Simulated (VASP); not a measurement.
Crystal: Ir.

```
Ir
1.0
     0.00000    1.92696    1.92696
     1.92696    0.00000    1.92696
     1.92696    1.92696    0.00000
Ir
1
Direct
  0.00000 0.00000 0.00000
```

* Program: VASP 6.6.1
* Task: relaxation of cell and atoms
* Functional: PBE
* Potentials or basis: VASP PAW PBE potentials, release 64 (Ir)
* Cutoff: 600 eV
* k mesh: 17 × 17 × 17
* Occupations: methfessel-paxton, width 0.1 eV
* Spin: no spin polarisation

At the start: pressure 5.2 GPa; volume 14.31 Å³/atom.

**Question.** Where does the relaxation end?

**Answer.** Over 4 steps the energy falls by 3.3 meV/atom and the volume is 14.52 Å³/atom (+1.4 %); space group Fm-3m (No. 225, to 0.05 Å).

The path:
```
step  energy change (eV)  largest force (eV/Å)  pressure (GPa)  volume (Å³)
   1              0.0000                0.0000            5.22        14.31
   2              0.0378                0.0000          -15.98        15.30
   3             -0.0033                0.0000           -0.10        14.52
   4             -0.0033                0.0000            0.00        14.52
```

Final structure:
```
CELL_PARAMETERS angstrom
0.00000 1.93622 1.93622
1.93622 0.00000 1.93622
1.93622 1.93622 0.00000
ATOMIC_POSITIONS crystal
Ir 0.00000 0.00000 0.00000
```
